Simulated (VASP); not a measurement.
Input of a VASP 6.6.1 run:

File INCAR:

```
SYSTEM = ZnIn2Cl4
PREC = Accurate ; ENCUT = 600
EDIFF = 1E-7 ; ISMEAR = 0
SIGMA = 0.1 ; LREAL = .FALSE.
LASPH = .TRUE. ; NELM = 100
ALGO = Normal ; ISIF = 3
LWAVE = .FALSE. ; LCHARG = .FALSE.
GGA = PE ; IBRION = 2
NSW = 90 ; EDIFFG = -0.04
```

The input KPOINTS:

```
Automatic mesh
0
G
  4 4 4
  0 0 0
```

POSCAR

```
ZnIn2Cl4
1.0
   -3.3477839300      3.3477839300      4.3197213400
    3.3477839300     -3.3477839300      4.3197213400
    3.3477839300      3.3477839300     -4.3197213400
Zn In Cl
1 2 4
Direct
    0.0000000000      0.0000000000      0.0000000000
    0.7500000000      0.2500000000      0.5000000000
    0.2500000000      0.7500000000      0.5000000000
    0.2140000000      0.2140000000      0.4280000000
    0.2140000000      0.7860000000      0.0000000000
    0.7860000000      0.7860000000      0.5720000000
    0.7860000000      0.2140000000      0.0000000000
```

Potentials or basis: VASP PAW PBE potentials, release 64 (Zn, In_d, Cl).

Launch:

```sh
$ cat potpaw_PBE.64/Zn/POTCAR potpaw_PBE.64/In_d/POTCAR potpaw_PBE.64/Cl/POTCAR > POTCAR
$ mpirun -np 1 vasp_std > vasp.out
```

Problem. Predict the band gap on the k mesh.

Solution. 2.26 eV.

Problem. Predict the space group after relaxing (to 0.1 Å).

Solution. I4/mmm (No. 139).

Problem. What does it give for the relaxed cell?

Solution. a = 6.668 Å, b = 6.668 Å, c = 6.668 Å, α = 112.33°, β = 112.33°, γ = 103.90°.

Problem. Estimate the relaxed volume.

Solution. 32.37 Å³/atom.

Final structure:
```yaml
crystal:
  lattice:
    - [-3.71273, 3.71273, 4.10940]
    - [3.71273, -3.71273, 4.10940]
    - [3.71273, 3.71273, -4.10940]
  atoms:
    - { symbol: Zn, position: [0.00000, 0.00000, 0.00000] }
    - { symbol: In, position: [0.75000, 0.25000, 0.50000] }
    - { symbol: In, position: [0.25000, 0.75000, 0.50000] }
    - { symbol: Cl, position: [0.22476, 0.22476, 0.44952] }
    - { symbol: Cl, position: [0.22476, 0.77524, 0.00000] }
    - { symbol: Cl, position: [0.77524, 0.77524, 0.55048] }
    - { symbol: Cl, position: [0.77524, 0.22476, 0.00000] }
```

Caveat: the volume moved by over 15 % at a fixed basis, so the end points are rough; spin-orbit coupling is left out, which moves the levels of the heavy elements. A k mesh can miss the band edges.
